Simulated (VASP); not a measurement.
# HfBi3O (P4/nmm) in VASP: a series of runs

HfBi3O is run at these levels: PBE; tasks: single point.

Program: VASP 6.6.1. These are calculated values, not measurements. Logs are shortened: lines on timing, memory, paths and dates and some standing lists are left out, and cuts for length are marked.

## 1. The cell of the first run

It takes space group P4/nmm (No. 129, tetragonal). Conventional cell: a = 3.626 Å, b = 3.626 Å, c = 18.686 Å, α = 90.00°, β = 90.00°, γ = 90.00°. Hf (site symmetry 4mm) has 4 O at 2.16 Å within 2.9 Å. Within 4.3 Å of Bi (site symmetry 4mm) lie 12 Bi at 3.24 to 3.66 Å. Bi (site symmetry 4mm) has 4 Hf at 3.26 Å and 8 Bi at 3.63 to 3.85 Å and 4 O at 3.67 Å within 4.3 Å. Within 4.3 Å of Bi (site symmetry 4mm) lie 12 Bi at 3.24 to 3.85 Å. O (site symmetry -4m2) has 4 Hf at 2.16 Å and 4 O at 2.56 Å within 2.9 Å.

## 2. Single point, PBE (volume scaled by 0.94, then relaxed in part)

Contents of INCAR:

```
SYSTEM = HfBi3O
ALGO = Normal
EDIFF = 1E-7
ENCUT = 520
GGA = PE
ISIF = 2
ISMEAR = 0
LASPH = .TRUE.
LCHARG = .FALSE.
LREAL = .FALSE.
LWAVE = .FALSE.
NBANDS = 72
NELM = 60
PREC = Accurate
SIGMA = 0.1
```

Contents of KPOINTS:

```
k-points
0
G
  8 8 2
  0 0 0
```

Contents of POSCAR:

```
HfBi3O
1.0
    3.6256225387      0.0000000000      0.0000000000
    0.0000000000      3.6256225387      0.0000000000
    0.0000000000      0.0000000000     18.6862172112
Hf Bi O
2 6 2
Direct
    0.0000000000      0.5000000000      0.9369593147
    0.5000000000      0.0000000000      0.0630406853
    0.5000000000      0.0000000000      0.5697148350
    0.5000000000      0.0000000000      0.8291276411
    0.0000000000      0.5000000000      0.6755018117
    0.0000000000      0.5000000000      0.4302851650
    0.0000000000      0.5000000000      0.1708723589
    0.5000000000      0.0000000000      0.3244981883
    0.5000000000      0.5000000000      0.0000000000
    0.0000000000      0.0000000000      0.0000000000
```

Potentials or basis: VASP PAW PBE potentials, release 64 (Hf_pv, Bi_d, O).

Launch:

```sh
cat potpaw_PBE.64/Hf_pv/POTCAR potpaw_PBE.64/Bi_d/POTCAR potpaw_PBE.64/O/POTCAR > POTCAR
mpirun -np 1 vasp_std > vasp.out
```

OUTCAR:

```text
SYSTEM = HfBi3O
   EDIFF = 1E-7
   ENCUT = 520
   GGA = PE
   ISIF = 2
   ISMEAR = 0
   LASPH = .TRUE.
   LREAL = .FALSE.
   NELM = 60
   PREC = Accurate

 ion  position               nearest neighbor table
   1  0.000  0.500  0.937-   9 2.16  10 2.16  10 2.16   9 2.16   4 3.26   4 3.26   4 3.26   4 3.26
                             2 3.48   2 3.48   2 3.48   2 3.48
   2  0.500  0.000  0.063-   9 2.16  10 2.16   9 2.16  10 2.16   7 3.26   7 3.26   7 3.26   7 3.26
                             1 3.48   1 3.48   1 3.48   1 3.48
   3  0.500  0.000  0.570-   5 3.24   5 3.24   5 3.24   5 3.24   6 3.66   6 3.66   6 3.66   6 3.66

   4  0.500  0.000  0.829-   1 3.26   1 3.26   1 3.26   1 3.26   5 3.85   5 3.85   5 3.85   5 3.85

   5  0.000  0.500  0.676-   3 3.24   3 3.24   3 3.24   3 3.24   4 3.85   4 3.85   4 3.85   4 3.85

   6  0.000  0.500  0.430-   8 3.24   8 3.24   8 3.24   8 3.24   3 3.66   3 3.66   3 3.66   3 3.66

   7  0.000  0.500  0.171-   2 3.26   2 3.26   2 3.26   2 3.26   8 3.85   8 3.85   8 3.85   8 3.85

   8  0.500  0.000  0.324-   6 3.24   6 3.24   6 3.24   6 3.24   7 3.85   7 3.85   7 3.85   7 3.85

   9  0.500  0.500  0.000-   1 2.16   2 2.16   2 2.16   1 2.16
  10  0.000  0.000  0.000-   1 2.16   2 2.16   1 2.16   2 2.16

  LATTYP: Found a simple tetragonal cell.
 ALAT       =     3.6256225387
 C/A-ratio  =     5.1539334312

  Lattice vectors:

 A1 = (   3.6256225387,   0.0000000000,   0.0000000000)
 A2 = (   0.0000000000,   3.6256225387,   0.0000000000)
 A3 = (   0.0000000000,   0.0000000000,  18.6862172112)

Analysis of symmetry for initial positions (statically):
=====================================================================
 Subroutine PRICEL returns:
 Original cell was already a primitive cell.

 Routine SETGRP: Setting up the symmetry group for a
 simple tetragonal supercell.

 Subroutine GETGRP returns: Found 16 space group operations
 (whereof  8 operations were pure point group operations)
 out of a pool of 16 trial point group operations.

The static configuration has the point symmetry D_2d.
 The point group associated with its full space group is D_4h.

Analysis of symmetry for dynamics (positions and initial velocities):
=====================================================================
 Subroutine PRICEL returns:
 Original cell was already a primitive cell.

 Routine SETGRP: Setting up the symmetry group for a
 simple tetragonal supercell.

 Subroutine GETGRP returns: Found 16 space group operations
 (whereof  8 operations were pure point group operations)
 out of a pool of 16 trial point group operations.

The dynamic configuration has the point symmetry D_2d.
 The point group associated with its full space group is D_4h.

 Subroutine INISYM returns: Found 16 space group operations
 (whereof  8 operations are pure point group operations),
 and found     1 'primitive' translations

----------------------------------------------------------------------------------------

                                     Primitive cell

  volume of cell :     245.6329

  direct lattice vectors                    reciprocal lattice vectors
     3.625622539  0.000000000  0.000000000     0.275814702  0.000000000  0.000000000
     0.000000000  3.625622539  0.000000000     0.000000000  0.275814702  0.000000000
     0.000000000  0.000000000 18.686217211     0.000000000  0.000000000  0.053515379

  length of vectors
     3.625622539  3.625622539 18.686217211     0.275814702  0.275814702  0.053515379

  position of ions in fractional coordinates (direct lattice)
     0.000000000  0.500000000  0.936959315
     0.500000000  0.000000000  0.063040685
     0.500000000  0.000000000  0.569714835
     0.500000000  0.000000000  0.829127641
     0.000000000  0.500000000  0.675501812
     0.000000000  0.500000000  0.430285165
     0.000000000  0.500000000  0.170872359
     0.500000000  0.000000000  0.324498188
     0.500000000  0.500000000  0.000000000
     0.000000000  0.000000000  0.000000000

  ion indices of the primitive-cell ions
   primitive index   ion index
                 1           1
                 2           2
                 3           3
                 4           4
                 5           5
                 6           6
                 7           7
                 8           8
                 9           9
                10          10

----------------------------------------------------------------------------------------

 KPOINTS: k-points

Automatic generation of k-mesh.
 Grid dimensions read from file:
 generate k-points for:    8    8    2

 Generating k-lattice:

  Cartesian coordinates                     Fractional coordinates (reciprocal lattice)
     0.034476838  0.000000000  0.000000000     0.125000000  0.000000000  0.000000000
     0.000000000  0.034476838  0.000000000     0.000000000  0.125000000  0.000000000
     0.000000000  0.000000000  0.026757690     0.000000000  0.000000000  0.500000000

  Length of vectors
     0.034476838  0.034476838  0.026757690

  Shift w.r.t. Gamma in fractional coordinates (k-lattice)
     0.000000000  0.000000000  0.000000000

 Subroutine IBZKPT returns following result:
 ===========================================

 Found     30 irreducible k-points:

 Following reciprocal coordinates:
            Coordinates               Weight
  0.000000  0.000000  0.000000      1.000000
  0.125000  0.000000  0.000000      4.000000
  0.250000  0.000000  0.000000      4.000000
  0.375000  0.000000  0.000000      4.000000
  0.500000  0.000000  0.000000      2.000000
  0.125000  0.125000  0.000000      4.000000
[... 16 lines left out ...]
  0.375000  0.125000  0.500000      8.000000
  0.500000  0.125000  0.500000      4.000000
 [... further k-points ...]
   k-points           NKPTS =     30   k-points in BZ     NKDIM =     30   number of bands    NBANDS=     72
   number of dos      NEDOS =    301   number of ions     NIONS =     10
   total plane-waves  NPLWV = 109760
   dimension x,y,z NGX =    28 NGY =   28 NGZ =  140
   dimension x,y,z NGXF=    56 NGYF=   56 NGZF=  280
   ions per type =               2   6   2
   NGX,Y,Z   is equivalent  to a cutoff of  12.84, 12.84, 12.46 a.u.
   NGXF,Y,Z  is equivalent  to a cutoff of  25.68, 25.68, 24.91 a.u.
 SYSTEM =  HfBi3O
   PREC   = accura    normal or accurate (medium, high low for compatibility)
   ISTART =      0    job   : 0-new  1-cont  2-samecut
   ICHARG =      2    charge: 1-file 2-atom 10-const
   ISPIN  =      1    spin polarized calculation?
   LNONCOLLINEAR =      F non collinear calculations
   LSORBIT =      F    spin-orbit coupling
   LASPH  =      T    aspherical Exc in radial PAW
   ENCUT  =  520.0 eV  38.22 Ry    6.18 a.u.   6.74  6.74 34.74*2*pi/ulx,y,z
   NELM   =     60;   NELMIN=  2; NELMDL= -5     # of ELM steps
   EDIFF  = 0.1E-06   stopping-criterion for ELM
   LREAL  =      F    real-space projection
   EDIFFG = 0.1E-05   stopping-criterion for IOM
   NSW    =      0    number of steps for IOM
   IBRION =     -1    ionic relax: 0-MD 1-quasi-New 2-CG
   NFREE  =      0    steps in history (QN), initial steepest desc. (CG)
   ISIF   =      2    stress and relaxation
   ISYM   =      2    0-nonsym 1-usesym 2-fastsym
   POTIM  = 0.5000    time-step for ionic-motion
   TEBEG  =    0.0;   TEEND  =   0.0 temperature during run
   PSTRESS=    0.0 pullay stress
   NELECT =     122.0000    total number of electrons
   NUPDOWN=      -1.0000    fix difference up-down
   EMIN   =  10.00;   EMAX   =-10.00  energy-range for DOS
   EFERMI =   0.00;   METHOD = LEGACY
   ISMEAR =     0;   SIGMA  =   0.10  broadening in eV -4-tet -1-fermi 0-gaus
   EFERMI_NEDOS =   21; number of points for ismear=-14 and -15
   IALGO  =     38    algorithm
   IMIX   =      4    mixing-type and parameters
     AMIX     =   0.40;   BMIX     =  1.00
     AMIX_MAG =   1.60;   BMIX_MAG =  1.00
  volume/ion in A,a.u.               =      24.56       165.76
  Fermi-wavevector in a.u.,A,eV,Ry     =   1.296480  2.449992 22.869504  1.680861
  Thomas-Fermi vector in A             =   2.427934
   LORBIT       =      0    0 simple, 1 ext, 2 COOP (PROOUT), +10 PAW based schemes
   GGA     = PE    functional components
   LHFCALC =     F    Hartree Fock is set to
   AEXX    =    0.0000 exact exchange contribution
   IVDW    =     0    specifies the selected vdW correction
   LEPSILON=     F    determine dielectric tensor
   LRPA    =     F    only Hartree local field effects (RPA)
 non-spin polarized calculation
 Gauss-broadening in eV      SIGMA  =   0.10
  energy-cutoff  :      520.00
  volume of cell :      245.63
 maximum number of plane-waves:      6696
 NGX is ok and might be reduce to    28
   NGX = 13   NGY = 13   NGZ = 69

 number of electron     121.9999958 magnetization

 Free energy of the ion-electron system (eV)
  ---------------------------------------------------
  ext. energy  EPLUGINS =         0.00000000
  ---------------------------------------------------
  free energy    TOTEN  =       -62.58099692 eV

  energy without entropy =      -62.54566062  energy(sigma->0) =      -62.56332877

 E-fermi :   7.4359     XC(G=0): -10.4818

 val. band max:        7.4355258927   @ k =   0.5000   0.1250   0.5000
 cond. band min:       7.4716920319   @ k =   0.3750   0.2500   0.0000
 fundamental gap:      0.0361661392
 Fermi energy:         7.4359483079

 k-point     1 :       0.0000    0.0000    0.0000
  band No.  band energies     occupation
      1     -25.2487      2.00000
      2     -25.0314      2.00000
      3     -25.0314      2.00000
      4     -24.9494      2.00000
      5     -24.9364      2.00000
      6     -24.9364      2.00000
[... 64 lines left out ...]
     71      10.7007      0.00000
     72      10.9228      0.00000

 k-point     2 :       0.1250    0.0000    0.0000
  band No.  band energies     occupation
      1     -25.2480      2.00000
      2     -25.0657      2.00000
      3     -25.0263      2.00000
      4     -24.9530      2.00000
      5     -24.9460      2.00000
      6     -24.9385      2.00000
[... 1642 lines left out ...]
 k-point    24 :       0.5000    0.1250    0.5000
  band No.  band energies     occupation
      1     -25.2584      2.00000
      2     -25.2584      2.00000
      3     -24.9993      2.00000
      4     -24.9993      2.00000
      5     -24.9756      2.00000
      6     -24.9756      2.00000
[... 64 lines left out ...]
     71      10.6762      0.00000
     72      10.6778      0.00000

 [... further k-points ...]
[... 5 lines left out ...]
  --------------------------------------------------------------------------------------
  -------------------------------------------------------------------------------------
  Total        2.2015763      2.2015763      2.2228092      0.0000000      0.0000000      0.0000000
  in kB       14.3601098     14.3601098     14.4986044      0.0000000      0.0000000      0.0000000
  external PRESSURE =      14.4062747 kB  Pullay stress =       0.0000000 kB

 VOLUME and BASIS-vectors are now :
 -----------------------------------------------------------------------------
  energy-cutoff  :      520.00
  volume of cell :      245.63
      direct lattice vectors                 reciprocal lattice vectors
     3.625622539  0.000000000  0.000000000     0.275814702  0.000000000  0.000000000
     0.000000000  3.625622539  0.000000000     0.000000000  0.275814702  0.000000000
     0.000000000  0.000000000 18.686217211     0.000000000  0.000000000  0.053515379

 POSITION                                       TOTAL-FORCE (eV/Angst)
 -----------------------------------------------------------------------------------
      0.00000      1.81281     17.50823        -0.000000     -0.000000      0.262580
      1.81281      0.00000      1.17799        -0.000000     -0.000000     -0.262580
      1.81281      0.00000     10.64582         0.000000     -0.000000     -0.008710
      1.81281      0.00000     15.49326         0.000000     -0.000000      0.014149
      0.00000      1.81281     12.62257        -0.000000     -0.000000      0.007854
      0.00000      1.81281      8.04040        -0.000000     -0.000000      0.008710
      0.00000      1.81281      3.19296        -0.000000      0.000000     -0.014149
      1.81281      0.00000      6.06364         0.000000     -0.000000     -0.007854
      1.81281      1.81281      0.00000        -0.000000     -0.000000     -0.000000
      0.00000      0.00000      0.00000        -0.000000      0.000000     -0.000000
 -----------------------------------------------------------------------------------
    total drift:                                0.000000      0.000000     -0.000000

  FREE ENERGIE OF THE ION-ELECTRON SYSTEM (eV)
  ---------------------------------------------------
  free  energy   TOTEN  =       -62.5809969236 eV

  energy  without entropy=      -62.5456606192  energy(sigma->0) =      -62.56332877
```

Run time: 15 min. Hardware: 1 thread of Intel Xeon 6975P-C, shared host; peak memory 0.59 GiB.

What came out:

| Quantity | Value |
| --- | --- |
| Free energy | -62.5810 eV |
| Pressure | 1.4 GPa |
| Largest force | 0.263 eV/Å |
| Band gap on the k mesh | zero (band 61 reaches 8.43 eV, above the bottom of band 62 at 6.09 eV) |

Forces on the atoms (eV/Å):
```
Hf   0.000  0.000  0.263
Hf   0.000  0.000 -0.263
Bi   0.000  0.000 -0.009
Bi   0.000  0.000  0.014
Bi   0.000  0.000  0.008
Bi   0.000  0.000  0.009
Bi   0.000  0.000 -0.014
Bi   0.000  0.000 -0.008
O    0.000  0.000  0.000
O    0.000  0.000  0.000
```

Caveat: spin-orbit coupling is left out, which moves the levels of the heavy elements.

(Continued in part 2 of 2.)
